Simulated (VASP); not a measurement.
## Ca: single point with PBEsol

Ca:

```
Ca
1.0
     0.00000    2.43989    2.43989
     2.43989    0.00000    2.43989
     2.43989    2.43989    0.00000
Ca
1
Direct
  0.00000 0.00000 0.00000
```

| Quantity | Value |
| --- | --- |
| Program | VASP 6.6.1 |
| Task | single point |
| Functional | PBEsol |
| Potentials or basis | VASP PAW PBE potentials, release 64 (Ca_sv) |
| Cutoff | 520 eV |
| k mesh | 8 × 8 × 8 |
| Occupations | fermi-dirac, width 0.05 eV |
| Spin | no spin polarisation |
| Dipole correction | no |
| Further INCAR settings | ALGO = Normal; EDIFF = 1e-07; NBANDS = 11 |

```
Pressure               : 10.0 GPa
Band gap on the k mesh : 0.21 eV, indirect (least direct gap 0.44 eV)
```

Levels at points of the mesh, in eV from the valence-band top:
```csv
k point,band 1,band 2,band 3,band 4,band 5,band 6,band 7,band 8,band 9,band 10
"(0.00, 0.00, 0.00)",-40.96,-21.82,-21.82,-21.82,-4.54,2.87,2.87,2.87,4.52,4.52
"(0.50, 0.00, 0.00)",-40.88,-22.33,-21.88,-21.88,-1.12,0.50,2.68,2.68,5.59,5.59
"(0.50, 0.50, 0.00)",-40.86,-22.30,-22.00,-22.00,-0.88,0.30,2.08,5.59,5.88,5.88
```

Wall time 11 s on 1 thread of Intel(R) Xeon(R) Platinum 8259CL CPU @ 2.50GHz (Skylake/Cascade Lake) (shared host), peak memory 0.15 GiB.

Caveat: the PAW data sets were made with another functional, which shifts forces and pressure a little. A k mesh can miss the band edges.
